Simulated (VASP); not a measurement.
Here is a VASP 6.6.1 calculation.

File INCAR:

```
ALGO = Normal ; EDIFF = 1E-7
ENCUT = 520 ; ISIF = 2
ISMEAR = 0 ; LASPH = T
LCHARG = F ; LREAL = F
LWAVE = F ; NBANDS = 16
NELM = 100 ; PREC = Accurate
SIGMA = 0.03
```

KPOINTS

```
k-points
0
Gamma
  12 12 6
```

POSCAR

```
Si
1.0
    4.0291929185      0.0000000000      0.0000000000
   -2.0145964593      3.4893834241      0.0000000000
    0.0000000000      0.0000000000      5.5985635602
Si
4
Direct
    0.3333333333      0.6666666667      0.0821179099
    0.6666666667      0.3333333333      0.5821179099
    0.3333333333      0.6666666667      0.4178820901
    0.6666666667      0.3333333333      0.9178820901
```

Potentials or basis: VASP PAW LDA potentials, release 64 (Si).

The run is started by

```sh
$ cat potpaw_LDA.64/Si/POTCAR > POTCAR
$ mpirun -np 1 vasp_std > vasp.out
```

Predict the band gap on the k mesh.

zero (band 8 reaches 6.60 eV, above the bottom of band 9 at 5.95 eV).

Estimate the pressure.

17.2 GPa.

Predict the largest force.

10.675 eV/Å.

Forces on the atoms (eV/Å):
```
Si    0.000   0.000 -10.675
Si    0.000   0.000 -10.675
Si    0.000   0.000  10.675
Si    0.000   0.000  10.675
```

Caveat: forces of over 1 eV/Å act on the atoms, so gaps and moduli don't describe the material at rest.
